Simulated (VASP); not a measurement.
Input of a VASP 6.6.1 run:

Contents of INCAR:

```
ALGO     = Normal         # electronic algorithm
EDIFF    = 1E-7           # SCF threshold, eV
ENCUT    = 520            # plane-wave cutoff, eV
GGA      = PS             # functional
ISIF     = 2              # what is computed and relaxed
ISMEAR   = -1             # smearing method
LASPH    = True           # aspherical terms in the spheres
LCHARG   = False          # write CHGCAR
LREAL    = False          # projectors in reciprocal space
LWAVE    = False          # write WAVECAR
NBANDS   = 13             # bands
NELM     = 80             # most SCF steps
PREC     = Accurate       # precision mode
SIGMA    = 0.05           # smearing width, eV
```

The input KPOINTS:

```
k-points
0
Gamma
  10 10 7
```

The input POSCAR:

```
O
1.0
    2.8514028533     -1.6624159400      0.0000000000
    2.8514028533      1.6624159400      0.0000000000
   -2.3944914034      0.0000000000      3.6470501824
O
2
Direct
    0.9745461700      0.9745461700      0.8444259800
    0.0254538300      0.0254538300      0.1555740200
```

Potentials or basis: VASP PAW PBE potentials, release 64 (O).

The run is started by

```console
$ cat potpaw_PBE.64/O/POTCAR > POTCAR
$ mpirun -np 1 vasp_std > vasp.out
```

**Question.** Predict the band gap on the k mesh.

**Answer.** Zero (bands 6 and 7 overlap by 0.27 eV).

**Question.** Predict the pressure.

**Answer.** -1.7 GPa.

**Question.** Estimate the largest force.

**Answer.** 0.430 eV/Å.

Forces on the atoms (eV/Å):
```
O    0.003  0.000 -0.430
O   -0.003  0.000  0.430
```

Caveat: the standard files for N, O and F lose accuracy on very short bonds; spin is off for a triplet molecule; this functional lacks dispersion, which holds the molecules together, so the pressure and a relaxed volume are unreliable; the PAW data sets were made with another functional, which shifts forces and pressure a little.
